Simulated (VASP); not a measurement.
# Rb2HgPdCl6 (I4/mmm) in VASP: single point with PBE

Aim: the single point of Rb2HgPdCl6 with PBE.

Everything below comes from runs of VASP 6.6.1. Logs are shortened: lines on timing, memory, paths and dates and some standing lists are left out, and cuts for length are marked.

### 1 The cell of the first run

It takes space group I4/mmm (No. 139, tetragonal). Conventional cell: a = 7.459 Å, b = 7.459 Å, c = 10.914 Å, α = 90.00°, β = 90.00°, γ = 90.00°. Pd (site symmetry 4/mmm) has 4 Cl at 2.30 Å within 3.0 Å. Within 3.1 Å of Hg (site symmetry 4/mmm) lie 6 Cl at 2.31 to 2.97 Å. Within 3.2 Å of Cl (site symmetry 4mm) lie 1 Hg at 2.31 Å and 1 Pd at 3.14 Å. Cl (site symmetry m2m) has 1 Pd at 2.30 Å and 1 Hg at 2.97 Å within 3.0 Å. Within 4.9 Å of Rb (site symmetry -4m2) lie 12 Cl at 3.75 to 3.81 Å and 4 Pd at 4.62 Å and 4 Hg at 4.62 Å.

### 2 Single point, PBE

Contents of INCAR:

```
PREC     = Accurate       # precision mode
ENCUT    = 630            # plane-wave cutoff, eV
EDIFF    = 1E-6           # SCF threshold, eV
ISMEAR   = -1             # smearing method
SIGMA    = 0.1213         # smearing width, eV
LREAL    = F              # projectors in reciprocal space
LASPH    = T              # aspherical terms in the spheres
NELM     = 120            # most SCF steps
ALGO     = Normal         # electronic algorithm
ISIF     = 2              # what is computed and relaxed
LWAVE    = F              # write WAVECAR
LCHARG   = F              # write CHGCAR
GGA      = PE             # functional
NBANDS   = 60             # bands
GGA_COMPAT= F
```

Contents of KPOINTS:

```
regular mesh
0
Gamma
  5 5 5
```

Contents of POSCAR:

```
Rb2HgPdCl6
1.0
    0.0000000000      7.4591930000      0.0000000000
    7.4591930000      0.0000000000      0.0000000000
    3.7295960000      3.7295960000     -5.4568930000
Pd Hg Cl Rb
1 1 6 2
Direct
    0.0000000000      0.0000000000      0.0000000000
    0.5000000000      0.5000000000      0.0000000000
    0.2880000000      0.2880000000      0.4240000000
    0.7120000000      0.7120000000      0.5760000000
    0.2180000000      0.2180000000      0.0000000000
    0.2180000000      0.7820000000      0.0000000000
    0.7820000000      0.7820000000      0.0000000000
    0.7820000000      0.2180000000      0.0000000000
    0.7500000000      0.2500000000      0.5000000000
    0.2500000000      0.7500000000      0.5000000000
```

Potentials or basis: VASP PAW PBE potentials, release 64 (Pd_sv_GW, Hg_sv_GW, Cl, Rb_sv).

Launch:

```sh
$ cat potpaw_PBE.64/Pd_sv_GW/POTCAR potpaw_PBE.64/Hg_sv_GW/POTCAR potpaw_PBE.64/Cl/POTCAR potpaw_PBE.64/Rb_sv/POTCAR > POTCAR
$ mpirun -np 1 vasp_std > vasp.out
```

OUTCAR:

```text
PREC = Accurate
   ENCUT = 630
   EDIFF = 1E-6
   ISMEAR = -1
   LREAL = F
   LASPH = T
   NELM = 120
   ISIF = 2
   GGA = PE

 ion  position               nearest neighbor table
   1  0.000  0.000  0.000-   5 2.30   6 2.30   7 2.30   8 2.30
   2  0.500  0.500  0.000-   3 2.31   4 2.31   5 2.97   6 2.97   7 2.97   8 2.97
   3  0.288  0.288  0.424-   2 2.31   9 3.75  10 3.75  10 3.75   9 3.75
   4  0.712  0.712  0.576-   2 2.31   9 3.75  10 3.75   9 3.75  10 3.75
   5  0.218  0.218  0.000-   1 2.30   2 2.97   9 3.81  10 3.81   9 3.81  10 3.81
   6  0.218  0.782  0.000-   1 2.30   2 2.97  10 3.81  10 3.81   9 3.81   9 3.81
   7  0.782  0.782  0.000-   1 2.30   2 2.97   9 3.81  10 3.81   9 3.81  10 3.81
   8  0.782  0.218  0.000-   1 2.30   2 2.97   9 3.81   9 3.81  10 3.81  10 3.81
   9  0.750  0.250  0.500-   3 3.75   4 3.75   3 3.75   4 3.75   8 3.81   8 3.81   7 3.81   5 3.81
                             7 3.81   5 3.81   6 3.81   6 3.81  10 5.27  10 5.27  10 5.27  10 5.27
  10  0.250  0.750  0.500-   3 3.75   4 3.75   3 3.75   4 3.75   6 3.81   6 3.81   7 3.81   5 3.81
                             5 3.81   7 3.81   8 3.81   8 3.81   9 5.27   9 5.27   9 5.27   9 5.27

  LATTYP: Found a body centered tetragonal cell.
 ALAT       =     7.4591930000
 C/A-ratio  =     1.4631322718

  Lattice vectors:

 A1 = (  -3.7295960000,   3.7295970000,   5.4568930000)
 A2 = (   3.7295970000,  -3.7295960000,   5.4568930000)
 A3 = (   3.7295960000,   3.7295960000,  -5.4568930000)

Analysis of symmetry for initial positions (statically):
=====================================================================
 Subroutine PRICEL returns:
 Original cell was already a primitive cell.

 Routine SETGRP: Setting up the symmetry group for a
 body centered tetragonal supercell.

 Subroutine GETGRP returns: Found 16 space group operations
 (whereof 16 operations were pure point group operations)
 out of a pool of 16 trial point group operations.

The static configuration has the point symmetry D_4h.

Analysis of symmetry for dynamics (positions and initial velocities):
=====================================================================
 Subroutine PRICEL returns:
 Original cell was already a primitive cell.

 Routine SETGRP: Setting up the symmetry group for a
 body centered tetragonal supercell.

 Subroutine GETGRP returns: Found 16 space group operations
 (whereof 16 operations were pure point group operations)
 out of a pool of 16 trial point group operations.

The dynamic configuration has the point symmetry D_4h.

 Subroutine INISYM returns: Found 16 space group operations
 (whereof 16 operations are pure point group operations),
 and found     1 'primitive' translations

----------------------------------------------------------------------------------------

                                     Primitive cell

  volume of cell :     303.6191

  direct lattice vectors                    reciprocal lattice vectors
     0.000000000  7.459193000  0.000000000     0.000000000  0.134062760  0.091627220
     7.459193000  0.000000000  0.000000000     0.134062760  0.000000000  0.091627220
     3.729596000  3.729596000 -5.456893000     0.000000000  0.000000000 -0.183254464

  length of vectors
     7.459193000  7.459193000  7.589298641     0.162383407  0.162383407  0.183254464

  position of ions in fractional coordinates (direct lattice)
     0.000000000  0.000000000  0.000000000
     0.500000000  0.500000000  0.000000000
     0.288000000  0.288000000  0.424000000
     0.712000000  0.712000000  0.576000000
     0.218000000  0.218000000  0.000000000
     0.218000000  0.782000000  0.000000000
     0.782000000  0.782000000  0.000000000
     0.782000000  0.218000000  0.000000000
     0.750000000  0.250000000  0.500000000
     0.250000000  0.750000000  0.500000000

  ion indices of the primitive-cell ions
   primitive index   ion index
                 1           1
                 2           2
                 3           3
                 4           4
                 5           5
                 6           6
                 7           7
                 8           8
                 9           9
                10          10

----------------------------------------------------------------------------------------

 KPOINTS: regular mesh

Automatic generation of k-mesh.
 Grid dimensions read from file:
 generate k-points for:    5    5    5

 Generating k-lattice:

  Cartesian coordinates                     Fractional coordinates (reciprocal lattice)
     0.000000000  0.026812552  0.018325444     0.200000000  0.000000000 -0.000000000
     0.026812552  0.000000000  0.018325444     0.000000000  0.200000000 -0.000000000
     0.000000000  0.000000000 -0.036650893     0.000000000  0.000000000  0.200000000

  Length of vectors
     0.032476681  0.032476681  0.036650893

  Shift w.r.t. Gamma in fractional coordinates (k-lattice)
     0.000000000  0.000000000  0.000000000

 Subroutine IBZKPT returns following result:
 ===========================================

 Found     18 irreducible k-points:

 Following reciprocal coordinates:
            Coordinates               Weight
  0.000000  0.000000  0.000000      1.000000
  0.200000  0.000000  0.000000      8.000000
  0.400000  0.000000  0.000000      8.000000
  0.200000  0.200000  0.000000      8.000000
  0.400000  0.200000  0.000000     16.000000
 -0.400000  0.200000  0.000000     16.000000
[... 10 lines left out ...]
  0.000000  0.000000  0.400000      2.000000
 -0.200000  0.000000  0.400000      4.000000
   k-points           NKPTS =     18   k-points in BZ     NKDIM =     18   number of bands    NBANDS=     60
   number of dos      NEDOS =    301   number of ions     NIONS =     10
   total plane-waves  NPLWV = 262144
   dimension x,y,z NGX =    64 NGY =   64 NGZ =   64
   dimension x,y,z NGXF=   128 NGYF=  128 NGZF=  128
   ions per type =               1   1   6   2
   NGX,Y,Z   is equivalent  to a cutoff of  14.26, 14.26, 14.02 a.u.
   NGXF,Y,Z  is equivalent  to a cutoff of  28.53, 28.53, 28.04 a.u.
 SYSTEM =  unknown system
   PREC   = accura    normal or accurate (medium, high low for compatibility)
   ISTART =      0    job   : 0-new  1-cont  2-samecut
   ICHARG =      2    charge: 1-file 2-atom 10-const
   ISPIN  =      1    spin polarized calculation?
   LNONCOLLINEAR =      F non collinear calculations
   LSORBIT =      F    spin-orbit coupling
   LASPH  =      T    aspherical Exc in radial PAW
   ENCUT  =  630.0 eV  46.30 Ry    6.80 a.u.  15.27 15.27 15.53*2*pi/ulx,y,z
   NELM   =    120;   NELMIN=  2; NELMDL= -5     # of ELM steps
   EDIFF  = 0.1E-05   stopping-criterion for ELM
   LREAL  =      F    real-space projection
   EDIFFG = 0.1E-04   stopping-criterion for IOM
   NSW    =      0    number of steps for IOM
   IBRION =     -1    ionic relax: 0-MD 1-quasi-New 2-CG
   NFREE  =      0    steps in history (QN), initial steepest desc. (CG)
   ISIF   =      2    stress and relaxation
   ISYM   =      2    0-nonsym 1-usesym 2-fastsym
   POTIM  = 0.5000    time-step for ionic-motion
   TEBEG  =    0.0;   TEEND  =   0.0 temperature during run
   PSTRESS=    0.0 pullay stress
   NELECT =      98.0000    total number of electrons
   NUPDOWN=      -1.0000    fix difference up-down
   EMIN   =  10.00;   EMAX   =-10.00  energy-range for DOS
   EFERMI =   0.00;   METHOD = LEGACY
   ISMEAR =    -1;   SIGMA  =   0.12  broadening in eV -4-tet -1-fermi 0-gaus
   EFERMI_NEDOS =   21; number of points for ismear=-14 and -15
   IALGO  =     38    algorithm
   IMIX   =      4    mixing-type and parameters
     AMIX     =   0.40;   BMIX     =  1.00
     AMIX_MAG =   1.60;   BMIX_MAG =  1.00
  volume/ion in A,a.u.               =      30.36       204.89
  Fermi-wavevector in a.u.,A,eV,Ry     =   1.122985  2.122133 17.158232  1.261094
  Thomas-Fermi vector in A             =   2.259648
   LORBIT       =      0    0 simple, 1 ext, 2 COOP (PROOUT), +10 PAW based schemes
   GGA     = PE    functional components
   LHFCALC =     F    Hartree Fock is set to
   AEXX    =    0.0000 exact exchange contribution
   IVDW    =     0    specifies the selected vdW correction
   LEPSILON=     F    determine dielectric tensor
   LRPA    =     F    only Hartree local field effects (RPA)
 non-spin polarized calculation
  energy-cutoff  :      630.00
  volume of cell :      303.62
 maximum number of plane-waves:     10934
 NGX is ok and might be reduce to    64
   NGX = 31   NGY = 31   NGZ = 31

 number of electron      98.0000007 magnetization

 Free energy of the ion-electron system (eV)
  ---------------------------------------------------
  ext. energy  EPLUGINS =         0.00000000
  ---------------------------------------------------
  free energy    TOTEN  =       -28.19764660 eV

  energy without entropy =      -28.19372896  energy(sigma->0) =      -28.19568778

 E-fermi :   1.3045     XC(G=0):  -8.0326

 val. band max:        0.4970941581   @ k =   0.0000   0.0000   0.2000
 cond. band min:       1.9961424850   @ k =   0.4000   0.4000   0.2000
 fundamental gap:      1.4990483269
 Fermi energy:         1.3045217119

 k-point     1 :       0.0000    0.0000    0.0000
  band No.  band energies     occupation
      1    -113.7646      2.00000
      2     -82.8785      2.00000
      3     -62.2799      2.00000
      4     -62.0563      2.00000
      5     -62.0563      2.00000
      6     -48.9173      2.00000
[... 52 lines left out ...]
     59       7.7646      0.00000
     60       7.9246      0.00000

 k-point     2 :       0.2000    0.0000    0.0000
  band No.  band energies     occupation
      1    -113.7646      2.00000
      2     -82.8785      2.00000
      3     -62.2799      2.00000
      4     -62.0563      2.00000
      5     -62.0563      2.00000
      6     -48.9173      2.00000
[... 997 lines left out ...]
     59       8.0131      0.00000
     60       8.0245      0.00000

 k-point    18 :      -0.2000    0.0000    0.4000
  band No.  band energies     occupation
      1    -113.7646      2.00000
      2     -82.8785      2.00000
      3     -62.2799      2.00000
      4     -62.0563      2.00000
      5     -62.0563      2.00000
      6     -48.9173      2.00000
[... 52 lines left out ...]
     59       7.8420      0.00000
     60       8.0825      0.00000

------------------------ aborting loop because EDIFF is reached ----------------------------------------

  FORCE on cell =-STRESS in cart. coord.  units (eV):
  Direction    XX          YY          ZZ          XY          YZ          ZX
  --------------------------------------------------------------------------------------
  -------------------------------------------------------------------------------------
  Total        2.0735738      2.0735738      1.6959030      0.0000000      0.0000002      0.0000002
  in kB       10.9421068     10.9421068      8.9491639      0.0000000      0.0000008      0.0000008
  external PRESSURE =      10.2777925 kB  Pullay stress =       0.0000000 kB

 VOLUME and BASIS-vectors are now :
 -----------------------------------------------------------------------------
  energy-cutoff  :      630.00
  volume of cell :      303.62
      direct lattice vectors                 reciprocal lattice vectors
     0.000000000  7.459193000  0.000000000     0.000000000  0.134062760  0.091627220
     7.459193000  0.000000000  0.000000000     0.134062760  0.000000000  0.091627220
     3.729596000  3.729596000 -5.456893000     0.000000000  0.000000000 -0.183254464

 POSITION                                       TOTAL-FORCE (eV/Angst)
 -----------------------------------------------------------------------------------
      0.00000      0.00000      0.00000        -0.000000      0.000000      0.000000
      3.72960      3.72960      0.00000        -0.000000      0.000000      0.000000
      3.72960      3.72960     -2.31372        -0.000000     -0.000000     -0.462798
      7.45919      7.45919     -3.14317         0.000000      0.000000      0.462798
      1.62610      1.62610      0.00000         0.183630      0.183630      0.000000
      5.83309      1.62610      0.00000        -0.183630      0.183630      0.000000
      5.83309      5.83309      0.00000        -0.183630     -0.183630      0.000000
      1.62610      5.83309      0.00000         0.183630     -0.183630      0.000000
      3.72960      7.45919     -2.72845        -0.000000      0.000000      0.000000
      7.45919      3.72960     -2.72845         0.000000      0.000000      0.000000
 -----------------------------------------------------------------------------------
    total drift:                               -0.000000      0.000000      0.000000

  FREE ENERGIE OF THE ION-ELECTRON SYSTEM (eV)
  ---------------------------------------------------
  free  energy   TOTEN  =       -28.1976466005 eV

  energy  without entropy=      -28.1937289636  energy(sigma->0) =      -28.19568778
```

Wall time 14 min (1 thread of Intel Xeon Platinum 8375C at 2.90GHz (Ice Lake), shared host); peak memory 0.91 GiB.

What came out:

```
Free energy            : -28.1976 eV
Pressure               : 1.0 GPa
Largest force          : 0.463 eV/Å
Band gap on the k mesh : 1.50 eV (least direct gap 1.61 eV)
```

Forces in eV/Å, atoms in the order of the input:
```
Pd   0.000  0.000  0.000
Hg   0.000  0.000  0.000
Cl   0.000  0.000 -0.463
Cl   0.000  0.000  0.463
Cl   0.184  0.184  0.000
Cl  -0.184  0.184  0.000
Cl  -0.184 -0.184  0.000
Cl   0.184 -0.184  0.000
Rb   0.000  0.000  0.000
Rb   0.000  0.000  0.000
```

Stress tensor (GPa, compression positive):
```
1.09 0.00 0.00
0.00 1.09 0.00
0.00 0.00 0.89
```

Caveat: spin-orbit coupling is left out, which moves the levels of the heavy elements.
